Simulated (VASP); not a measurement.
Bi2Te3, 5 atoms in the cell. The structure is trigonal, space group R-3m (No. 166). The conventional cell has a = 4.406 Å, b = 4.406 Å, c = 30.225 Å, α = 90.00°, β = 90.00°, γ = 120.00°. Bi (site symmetry 3m) has 6 Te at 3.07 to 3.25 Å within 4.0 Å. Te (site symmetry -3m) has 6 Bi at 3.25 Å within 4.3 Å. Te (site symmetry 3m) has 3 Bi at 3.07 Å and 3 Te at 3.62 Å within 4.0 Å. 

| Property | Result |
| --- | --- |
| Program | VASP 6.6.1 |
| Task | single point |
| Functional | PBE |
| Potentials or basis | VASP PAW PBE potentials, release 64 (Bi_d, Te) |
| Cutoff | 520 eV |
| k mesh | 8 × 8 × 8 |
| Occupations | gaussian, width 0.05 eV |
| Spin | no spin polarisation |
| Dipole correction | no |
| Further INCAR settings | ALGO = Normal; EDIFF = 1e-06; NBANDS = 32 |

Potentials or basis: VASP PAW PBE potentials, release 64 (Bi_d, Te).

Launch:

```sh
$ cat potpaw_PBE.64/Bi_d/POTCAR potpaw_PBE.64/Te/POTCAR > POTCAR
$ mpirun -np 1 vasp_std > vasp.out
```

Hardware: 1 thread of Intel(R) Xeon(R) 6975P-C (Granite Rapids), with other jobs on the host.

Question: How long does it take, and how much memory?

Answer: Run time: 17 min on 1 thread of Intel(R) Xeon(R) 6975P-C (Granite Rapids), on a shared host, peak memory 1.1 GiB. Counts: scf iterations 14, k points 65.
